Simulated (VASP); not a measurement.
Runs of VASP 6.6.1 on CsI. The structure is that of space group Pm-3m (No. 221), or close to it. The cells are those of the table. 

| cell | gap on the mesh (eV) | pressure (GPa) |
| --- | --- | --- |
| a = 4.758 Å, 2 atoms | (a) | -0.5 |
| a = 4.817 Å, 2 atoms | 3.42 | -0.7 |
| a = 4.666 Å, 2 atoms | 3.68 | 0.0 |
| a = 4.567 Å, 2 atoms | (b) | 0.8 |
| a = 4.522 Å, 2 atoms | 3.98 | 1.2 |
| a = 4.571 Å, 2 atoms | 3.87 | 0.8 |
| a = 4.619 Å, 2 atoms | 3.77 | 0.4 |
| a = 4.712 Å, 2 atoms | 3.59 | -0.2 |

Alike in all rows: task single point; level PBE; potentials or basis VASP PAW PBE potentials, release 64 (Cs_sv, I); no spin polarisation; k mesh 6 × 6 × 6; cutoff (eV) 500; smearing gaussian 0.02 eV.

Estimate the missing entries.

(a) 3.52; (b) 3.88.

Caveats: spin-orbit coupling is left out, which moves the levels of the heavy elements.

A k mesh can miss the band edges, and the runs leave out spin-orbit coupling on Cs, I.
